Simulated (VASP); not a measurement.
Write the native input for VASP 6.6.1 that does the following.

```
Task                   : dielectric tensor
Functional             : r2SCAN
Potentials or basis    : VASP PAW PBE potentials, release 64 (In_d, P)
Cutoff                 : 520 eV
k mesh                 : 6 × 6 × 6
Occupations            : gaussian, width 0.01 eV
Spin                   : no spin polarisation
Dipole correction      : no
Further INCAR settings : ALGO = Normal; EDIFF = 1e-08
```

The structure of InP lies in POSCAR:

```
InP
1.0
    0.0000000000      3.0128633875      2.8871300864
    3.0128633875      0.0000000000      2.8871300864
    3.0128633875      3.0128633875      0.0000000000
In P
1 1
Direct
    0.0000000000      0.0000000000      0.0000000000
    0.2500000000      0.2500000000      0.2500000000
```

This cell differs from its parent crystal: epitaxial xy strain +2.0%.

One way to write it, as run:

INCAR

```
PREC = Accurate
ENCUT = 520
EDIFF = 1E-8
ISMEAR = 0
SIGMA = 0.01
LREAL = F
LASPH = T
NELM = 80
ALGO = Normal
ISIF = 2
LWAVE = F
LCHARG = F
METAGGA = R2SCAN
LMIXTAU = T
LCALCEPS = T
```

KPOINTS

```
regular mesh
0
Gamma
  6 6 6
```

Potentials or basis: VASP PAW PBE potentials, release 64 (In_d, P).

Run with:

```bash
$ cat potpaw_PBE.64/In_d/POTCAR potpaw_PBE.64/P/POTCAR > POTCAR
$ mpirun -np 1 vasp_std > vasp.out
```

Results of the run:

The band gap on the k mesh is 0.79 eV and the electronic dielectric tensor (diagonal) is 9.55, 9.55, 9.35. The born charges (mean of the diagonal) is In +2.60; P -2.60 e.

Caveat: the cell differs from its parent crystal (epitaxial xy strain +2.0%); semilocal functionals underestimate gaps, and a narrow one can read as zero; spin-orbit coupling is left out, which moves the levels of the heavy elements.

Run time: 26 min on 1 thread of Intel(R) Xeon(R) 6975P-C (Granite Rapids) (shared host), peak memory 0.45 GiB.
